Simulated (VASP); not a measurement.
# LiCl (I4/mmm) in VASP: notebook

LiCl is run at these levels: PBEsol; tasks: single point.

All numbers are computed with VASP 6.6.1; they aren't measurements. Logs are shortened: lines on timing, memory, paths and dates and some standing lists are left out, and cuts for length are marked.

## 1. The cell of the first run

It takes space group I4/mmm (No. 139, tetragonal). Conventional cell: a = 3.518 Å, b = 3.518 Å, c = 5.130 Å, α = 90.00°, β = 90.00°, γ = 90.00°. Li (site symmetry 4/mmm) has 6 Cl at 2.49 to 2.56 Å within 3.3 Å. Cl (site symmetry 4/mmm) has 6 Li at 2.49 to 2.56 Å within 3.3 Å.

## 2. Single point, PBEsol (strain -0.0300 x Voigt [1, 1, 0, 0, 0, 0])

INCAR reads:

```
PREC = Accurate
ENCUT = 520
EDIFF = 1E-6
ISMEAR = 0
SIGMA = 0.05
LREAL = F
LASPH = T
NELM = 80
ALGO = Normal
ISIF = 2
LWAVE = F
LCHARG = T
GGA = PS
LELF = T
LVHAR = T
NBANDS = 12
```

KPOINTS reads:

```
regular mesh
0
Gamma
  8 8 8
```

POSCAR reads:

```
LiCl
1.0
    0.0000000000      2.4878172000      2.5647600000
    2.4878172000      0.0000000000      2.5647600000
    2.4878172000      2.4878172000      0.0000000000
Li Cl
1 1
Direct
    0.0000000000      0.0000000000      0.0000000000
    0.5000000000      0.5000000000      0.5000000000
```

Potentials or basis: VASP PAW PBE potentials, release 64 (Li_sv, Cl).

Run with:

```
$ cat potpaw_PBE.64/Li_sv/POTCAR potpaw_PBE.64/Cl/POTCAR > POTCAR
$ mpirun -np 1 vasp_std > vasp.out
```

OUTCAR:

```text
PREC = Accurate
   ENCUT = 520
   EDIFF = 1E-6
   ISMEAR = 0
   LREAL = F
   LASPH = T
   NELM = 80
   ISIF = 2
   GGA = PS

 ion  position               nearest neighbor table
   1  0.000  0.000  0.000-   2 2.49   2 2.49   2 2.49   2 2.49   2 2.56   2 2.56
   2  0.500  0.500  0.500-   1 2.49   1 2.49   1 2.49   1 2.49   1 2.56   1 2.56

  LATTYP: Found a body centered tetragonal cell.
 ALAT       =     3.5183048249
 C/A-ratio  =     1.4579521262

  Lattice vectors:

 A1 = (  -2.4878172000,   0.0000000000,   2.5647600000)
 A2 = (   2.4878172000,   0.0000000000,   2.5647600000)
 A3 = (   0.0000000000,   2.4878172000,  -2.5647600000)

Analysis of symmetry for initial positions (statically):
=====================================================================
 Subroutine PRICEL returns:
 Original cell was already a primitive cell.

 Routine SETGRP: Setting up the symmetry group for a
 body centered tetragonal supercell.

 Subroutine GETGRP returns: Found 16 space group operations
 (whereof 16 operations were pure point group operations)
 out of a pool of 16 trial point group operations.

The static configuration has the point symmetry D_4h.

Analysis of symmetry for dynamics (positions and initial velocities):
=====================================================================
 Subroutine PRICEL returns:
 Original cell was already a primitive cell.

 Routine SETGRP: Setting up the symmetry group for a
 body centered tetragonal supercell.

 Subroutine GETGRP returns: Found 16 space group operations
 (whereof 16 operations were pure point group operations)
 out of a pool of 16 trial point group operations.

The dynamic configuration has the point symmetry D_4h.

 Subroutine INISYM returns: Found 16 space group operations
 (whereof 16 operations are pure point group operations),
 and found     1 'primitive' translations

----------------------------------------------------------------------------------------

                                     Primitive cell

  volume of cell :      31.7478

  direct lattice vectors                    reciprocal lattice vectors
     0.000000000  2.487817200  2.564760000    -0.200979397  0.200979397  0.194950015
     2.487817200  0.000000000  2.564760000     0.200979397 -0.200979397  0.194950015
     2.487817200  2.487817200  0.000000000     0.200979397  0.200979397 -0.194950015

  length of vectors
     3.573125841  3.573125841  3.518304825     0.344660622  0.344660622  0.344660622

  position of ions in fractional coordinates (direct lattice)
     0.000000000  0.000000000  0.000000000
     0.500000000  0.500000000  0.500000000

  ion indices of the primitive-cell ions
   primitive index   ion index
                 1           1
                 2           2

----------------------------------------------------------------------------------------

 KPOINTS: regular mesh

Automatic generation of k-mesh.
 Grid dimensions read from file:
 generate k-points for:    8    8    8

 Generating k-lattice:

  Cartesian coordinates                     Fractional coordinates (reciprocal lattice)
    -0.025122425  0.025122425  0.024368752     0.125000000  0.000000000  0.000000000
     0.025122425 -0.025122425  0.024368752     0.000000000  0.125000000  0.000000000
     0.025122425  0.025122425 -0.024368752     0.000000000  0.000000000  0.125000000

  Length of vectors
     0.043082578  0.043082578  0.043082578

  Shift w.r.t. Gamma in fractional coordinates (k-lattice)
     0.000000000  0.000000000  0.000000000

 Subroutine IBZKPT returns following result:
 ===========================================

 Found     59 irreducible k-points:

 Following reciprocal coordinates:
            Coordinates               Weight
  0.000000  0.000000  0.000000      1.000000
  0.125000  0.000000  0.000000      8.000000
  0.250000  0.000000  0.000000      8.000000
  0.375000  0.000000  0.000000      8.000000
  0.500000  0.000000  0.000000      4.000000
  0.125000  0.125000  0.000000      2.000000
[... 16 lines left out ...]
  0.250000  0.000000  0.125000     16.000000
  0.375000  0.000000  0.125000     16.000000
 [... further k-points ...]
   k-points           NKPTS =     59   k-points in BZ     NKDIM =     59   number of bands    NBANDS=     12
   number of dos      NEDOS =    301   number of ions     NIONS =      2
   total plane-waves  NPLWV =  21952
   dimension x,y,z NGX =    28 NGY =   28 NGZ =   28
   dimension x,y,z NGXF=    56 NGYF=   56 NGZF=   56
   ions per type =               1   1
   NGX,Y,Z   is equivalent  to a cutoff of  13.03, 13.03, 13.23 a.u.
   NGXF,Y,Z  is equivalent  to a cutoff of  26.05, 26.05, 26.46 a.u.
 SYSTEM =  unknown system
   PREC   = accura    normal or accurate (medium, high low for compatibility)
   ISTART =      0    job   : 0-new  1-cont  2-samecut
   ICHARG =      2    charge: 1-file 2-atom 10-const
   ISPIN  =      1    spin polarized calculation?
   LNONCOLLINEAR =      F non collinear calculations
   LSORBIT =      F    spin-orbit coupling
   LASPH  =      T    aspherical Exc in radial PAW
   ENCUT  =  520.0 eV  38.22 Ry    6.18 a.u.   6.64  6.64  6.54*2*pi/ulx,y,z
   NELM   =     80;   NELMIN=  2; NELMDL= -5     # of ELM steps
   EDIFF  = 0.1E-05   stopping-criterion for ELM
   LREAL  =      F    real-space projection
[... 7 lines left out ...]
   TEBEG  =    0.0;   TEEND  =   0.0 temperature during run
   PSTRESS=    0.0 pullay stress
   NELECT =      10.0000    total number of electrons
   NUPDOWN=      -1.0000    fix difference up-down
   EMIN   =  10.00;   EMAX   =-10.00  energy-range for DOS
   EFERMI =   0.00;   METHOD = LEGACY
   ISMEAR =     0;   SIGMA  =   0.05  broadening in eV -4-tet -1-fermi 0-gaus
   EFERMI_NEDOS =   21; number of points for ismear=-14 and -15
   IALGO  =     38    algorithm
   IMIX   =      4    mixing-type and parameters
     AMIX     =   0.40;   BMIX     =  1.00
     AMIX_MAG =   1.60;   BMIX_MAG =  1.00
  volume/ion in A,a.u.               =      15.87       107.12
  Fermi-wavevector in a.u.,A,eV,Ry     =   1.113876  2.104921 16.881025  1.240720
  Thomas-Fermi vector in A             =   2.250466
   LORBIT       =      0    0 simple, 1 ext, 2 COOP (PROOUT), +10 PAW based schemes
   GGA     = PS    functional components
   LHFCALC =     F    Hartree Fock is set to
   AEXX    =    0.0000 exact exchange contribution
   IVDW    =     0    specifies the selected vdW correction
   LEPSILON=     F    determine dielectric tensor
   LRPA    =     F    only Hartree local field effects (RPA)
 non-spin polarized calculation
 Gauss-broadening in eV      SIGMA  =   0.05
  energy-cutoff  :      520.00
  volume of cell :       31.75
 maximum number of plane-waves:       889
   NGX = 13   NGY = 13   NGZ = 13

 number of electron      10.0000000 magnetization

 number of electron       9.9999993 magnetization

 Free energy of the ion-electron system (eV)
  ---------------------------------------------------
  ext. energy  EPLUGINS =         0.00000000
  ---------------------------------------------------
  free energy    TOTEN  =        -7.63419211 eV

  energy without entropy =       -7.63419211  energy(sigma->0) =       -7.63419211

 E-fermi :   1.3879     XC(G=0):  -9.1768

 val. band max:        1.0609662206   @ k =   0.0000   0.0000   0.0000
 cond. band min:       7.5049120108   @ k =   0.0000   0.0000   0.0000
 fundamental gap:      6.4439457901
 Fermi energy:         1.3878549810

 k-point     1 :       0.0000    0.0000    0.0000
  band No.  band energies     occupation
      1     -41.7087      2.00000
      2     -12.6115      2.00000
      3       0.9802      2.00000
      4       0.9802      2.00000
      5       1.0610      2.00000
      6       7.5049      0.00000
      7      12.6886      0.00000
      8      12.9667      0.00000
      9      12.9667      0.00000
     10      15.3575      0.00000
     11      15.5052      0.00000
     12      16.0051      0.00000

 k-point     2 :       0.1250    0.0000    0.0000
  band No.  band energies     occupation
      1     -41.7081      2.00000
      2     -12.5244      2.00000
      3       0.4176      2.00000
      4       0.9448      2.00000
      5       0.9786      2.00000
      6       7.9734      0.00000
      7      12.0855      0.00000
      8      12.6635      0.00000
      9      12.9694      0.00000
     10      14.0712      0.00000
     11      14.2779      0.00000
     12      16.2248      0.00000

 k-point     3 :       0.2500    0.0000    0.0000
  band No.  band energies     occupation
      1     -41.7065      2.00000
      2     -12.3006      2.00000
      3      -0.7498      2.00000
      4       0.8439      2.00000
      5       0.8650      2.00000
      6       8.2637      0.00000
      7      11.5029      0.00000
      8      11.8392      0.00000
      9      12.1176      0.00000
     10      15.0190      0.00000
     11      15.0252      0.00000
     12      16.8214      0.00000

 k-point     4 :       0.3750    0.0000    0.0000
  band No.  band energies     occupation
      1     -41.7050      2.00000
      2     -12.0544      2.00000
      3      -1.7404      2.00000
      4       0.7209      2.00000
      5       0.7924      2.00000
      6       7.8459      0.00000
      7      10.6132      0.00000
      8      10.8851      0.00000
      9      13.5412      0.00000
     10      16.8311      0.00000
     11      16.9601      0.00000
     12      17.5217      0.00000

 k-point     5 :       0.5000    0.0000    0.0000
  band No.  band energies     occupation
      1     -41.7044      2.00000
      2     -11.9445      2.00000
      3      -2.1222      2.00000
      4       0.6727      2.00000
      5       0.7643      2.00000
      6       7.6235      0.00000
      7      10.3035      0.00000
      8      10.5531      0.00000
      9      14.4657      0.00000
     10      18.1304      0.00000
     11      18.2686      0.00000
     12      18.5592      0.00000
[... 228 lines left out ...]
      1     -41.7035      2.00000
      2     -11.6902      2.00000
      3      -2.2484      2.00000
      4      -0.1637      2.00000
      5      -0.1637      2.00000
      6       8.9752      0.00000
      7       9.1003      0.00000
      8      13.5209      0.00000
      9      15.6264      0.00000
     10      15.6264      0.00000
     11      18.3209      0.00000
     12      19.9920      0.00000

 k-point    22 :       0.1250    0.0000    0.1250
  band No.  band energies     occupation
      1     -41.7078      2.00000
      2     -12.4922      2.00000
      3       0.4713      2.00000
      4       0.7481      2.00000
      5       0.8585      2.00000
      6       8.2543      0.00000
      7      11.8517      0.00000
      8      12.6296      0.00000
      9      12.9245      0.00000
     10      12.9433      0.00000
     11      15.9096      0.00000
     12      16.5113      0.00000

 k-point    23 :       0.2500    0.0000    0.1250
  band No.  band energies     occupation
      1     -41.7065      2.00000
      2     -12.3088      2.00000
      3      -0.4379      2.00000
      4       0.5996      2.00000
      5       0.7112      2.00000
      6       8.9044      0.00000
      7      11.1675      0.00000
      8      11.4124      0.00000
      9      12.5755      0.00000
     10      13.7854      0.00000
     11      16.0291      0.00000
     12      17.5065      0.00000

 k-point    24 :       0.3750    0.0000    0.1250
  band No.  band energies     occupation
      1     -41.7050      2.00000
      2     -12.0626      2.00000
      3      -1.4427      2.00000
      4       0.4952      2.00000
      5       0.5083      2.00000
      6       8.6461      0.00000
      7      10.5731      0.00000
      8      11.5913      0.00000
      9      12.2159      0.00000
     10      15.3709      0.00000
     11      17.5907      0.00000
     12      18.3734      0.00000

 [... further k-points ...]

------------------------ aborting loop because EDIFF is reached ----------------------------------------

  FORCE on cell =-STRESS in cart. coord.  units (eV):
  Direction    XX          YY          ZZ          XY          YZ          ZX
  --------------------------------------------------------------------------------------
  -------------------------------------------------------------------------------------
  Total        0.2592414      0.2592414     -0.0243838      0.0000000      0.0000000      0.0000000
  in kB       13.0828193     13.0828193     -1.2305472      0.0000000      0.0000000      0.0000000
  external PRESSURE =       8.3116971 kB  Pullay stress =       0.0000000 kB

 VOLUME and BASIS-vectors are now :
 -----------------------------------------------------------------------------
  energy-cutoff  :      520.00
  volume of cell :       31.75
      direct lattice vectors                 reciprocal lattice vectors
     0.000000000  2.487817200  2.564760000    -0.200979397  0.200979397  0.194950015
     2.487817200  0.000000000  2.564760000     0.200979397 -0.200979397  0.194950015
     2.487817200  2.487817200  0.000000000     0.200979397  0.200979397 -0.194950015

 POSITION                                       TOTAL-FORCE (eV/Angst)
 -----------------------------------------------------------------------------------
      0.00000      0.00000      0.00000         0.000000     -0.000000      0.000000
      2.48782      2.48782      2.56476        -0.000000      0.000000      0.000000
 -----------------------------------------------------------------------------------
    total drift:                                0.000000      0.000000      0.000000

  FREE ENERGIE OF THE ION-ELECTRON SYSTEM (eV)
  ---------------------------------------------------
  free  energy   TOTEN  =        -7.6341921115 eV

  energy  without entropy=       -7.6341921115  energy(sigma->0) =       -7.63419211
```

Wall time 34 s (1 thread of Intel Xeon 8259CL, shared host); peak memory 0.16 GiB.

Results:

```yaml
Free_energy: -7.6342 eV
Band_gap_on_the_k_mesh: 6.44 eV
```

Caveat: the cell differs from its parent crystal (strain -0.0300 x Voigt [1, 1, 0, 0, 0, 0]); the cutoff is under 1.25 times the usual one of these potentials, so pressure, stress and relaxed cells hold a basis-set (Pulay) error; the PAW data sets were made with another functional, which shifts forces and pressure a little.

## 3. Single point, PBEsol (strain -0.0200 x Voigt [1, 1, 0, 0, 0, 0])

INCAR reads:

```
SYSTEM = LiCl
PREC     = Accurate       ! precision mode
ENCUT    = 520            ! plane-wave cutoff, eV
EDIFF    = 1E-6           ! SCF threshold, eV
ISMEAR   = 0              ! smearing method
SIGMA    = 0.05           ! smearing width, eV
LREAL    = .False.        ! projectors in reciprocal space
LASPH    = .True.         ! aspherical terms in the spheres
NELM     = 80             ! most SCF steps
ALGO     = Normal         ! electronic algorithm
ISIF     = 2              ! what is computed and relaxed
LWAVE    = .False.        ! write WAVECAR
LCHARG   = .False.        ! write CHGCAR
GGA      = PS             ! functional
NBANDS   = 12             ! bands
```

KPOINTS reads:

```
Automatic mesh
0
Gamma
  8 8 8
  0 0 0
```

POSCAR reads:

```
LiCl
1.0
    0.0000000000      2.5134648000      2.5647600000
    2.5134648000      0.0000000000      2.5647600000
    2.5134648000      2.5134648000      0.0000000000
Li Cl
1 1
Direct
    0.0000000000      0.0000000000      0.0000000000
    0.5000000000      0.5000000000      0.5000000000
```

Potentials or basis: VASP PAW PBE potentials, release 64 (Li_sv, Cl).

Run with:

```
$ cat potpaw_PBE.64/Li_sv/POTCAR potpaw_PBE.64/Cl/POTCAR > POTCAR
$ mpirun -np 1 vasp_std > vasp.out
```

Wall time 34 s (1 thread of Intel Xeon 8259CL, shared host); peak memory 0.16 GiB.

It converged, with:

```
Free energy            : -7.6379 eV
Band gap on the k mesh : 6.34 eV
```

Levels at points of the mesh, in eV from the valence-band top:
```
           k point  band 2  band 3  band 4  band 5  band 6  band 7  band 8  band 9
(0.00, 0.00, 0.00)  -13.58   -0.05   -0.05    0.00    6.34   11.69   11.87   11.87
(0.50, 0.00, 0.00)  -12.94   -3.08   -0.34   -0.29    6.56    9.29    9.46   13.21
(0.50, 0.50, 0.00)  -12.69   -3.19   -1.19   -1.19    7.86    8.06   12.39   14.37
(0.50, 0.00, 0.50)  -12.65   -3.19   -1.33   -1.19    7.81    7.96   12.68   14.00
```

Caveat: the cell differs from its parent crystal (strain -0.0200 x Voigt [1, 1, 0, 0, 0, 0]); the cutoff is under 1.25 times the usual one of these potentials, so pressure, stress and relaxed cells hold a basis-set (Pulay) error; the PAW data sets were made with another functional, which shifts forces and pressure a little.

## 4. Single point, PBEsol (strain -0.0100 x Voigt [1, 1, 0, 0, 0, 0])

INCAR reads:

```
SYSTEM = LiCl
ALGO     = Normal         ! electronic algorithm
EDIFF    = 1E-6           ! SCF threshold, eV
ENCUT    = 520            ! plane-wave cutoff, eV
GGA      = PS             ! functional
ISIF     = 2              ! what is computed and relaxed
ISMEAR   = 0              ! smearing method
LASPH    = .TRUE.         ! aspherical terms in the spheres
LCHARG   = .FALSE.        ! write CHGCAR
LREAL    = .FALSE.        ! projectors in reciprocal space
LWAVE    = .FALSE.        ! write WAVECAR
NBANDS   = 12             ! bands
NELM     = 60             ! most SCF steps
PREC     = Accurate       ! precision mode
SIGMA    = 0.05           ! smearing width, eV
```

KPOINTS reads:

```
k-points
0
G
  8 8 8
  0 0 0
```

POSCAR reads:

```
LiCl
1.0
    0.0000000000      2.5391124000      2.5647600000
    2.5391124000      0.0000000000      2.5647600000
    2.5391124000      2.5391124000      0.0000000000
Li Cl
1 1
Direct
    0.0000000000      0.0000000000      0.0000000000
    0.5000000000      0.5000000000      0.5000000000
```

Run with:

```
$ cat potpaw_PBE.64/Li_sv/POTCAR potpaw_PBE.64/Cl/POTCAR > POTCAR
$ mpirun -np 1 vasp_std > vasp.out
```

Wall time 34 s (1 thread of Intel Xeon 8259CL, shared host); peak memory 0.16 GiB.

Results (log left out):

- Free energy: -7.6379 eV
- Band gap on the k mesh: 6.23 eV

Levels at points of the mesh, in eV from the valence-band top:
```
           k point  band 3  band 4  band 5  band 6  band 7  band 8
(0.00, 0.00, 0.00)   -0.03   -0.03    0.00    6.23   11.75   11.84
(0.50, 0.00, 0.00)   -2.97   -0.30   -0.28    6.56    9.34    9.43
(0.50, 0.50, 0.00)   -3.07   -1.16   -1.16    7.81    8.07   12.33
(0.50, 0.00, 0.50)   -3.07   -1.23   -1.16    7.79    8.03   12.47
```

Caveat: the cell differs from its parent crystal (strain -0.0100 x Voigt [1, 1, 0, 0, 0, 0]); the cutoff is under 1.25 times the usual one of these potentials, so pressure, stress and relaxed cells hold a basis-set (Pulay) error; the PAW data sets were made with another functional, which shifts forces and pressure a little. A k mesh can miss the band edges.

[end of part 1 of 2]
